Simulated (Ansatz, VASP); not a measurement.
## Two plane-wave programs on AgBr

```
CELL_PARAMETERS angstrom
0.00000 2.92026 2.92026
2.92026 0.00000 2.92026
2.92026 2.92026 0.00000
ATOMIC_POSITIONS crystal
Ag 0.50000 0.50000 0.50000
Br 0.00000 0.00000 0.00000
```

Alike in both runs: task single point; functional PBE; k mesh 10 × 10 × 10; occupations gaussian, width 0.05 eV; no spin polarisation.

|  | VASP | Ansatz |
| --- | --- | --- |
| version | VASP 6.6.1 | Ansatz 0.2.0 |
| potentials or method | VASP PAW PBE potentials, release 64 (Ag, Br), cutoff 500 eV | scalar-relativistic, plane waves, PAW |
| valence electrons in the cell | 18 | 26 |

|  | VASP | Ansatz | Ansatz less VASP |
| --- | --- | --- | --- |
| gap on the k mesh at the Fermi level (eV) | 0.69 | 0.69 | +0.001 |
| least direct gap on the mesh (eV) | 2.44 | 2.44 | +0.001 |
| pressure (GPa) | 0.0 | 0.0 | +0.03 |

VASP's potentials hold 18 valence electrons a cell and Ansatz's 26, so a difference there can come from the potentials and not from the codes.
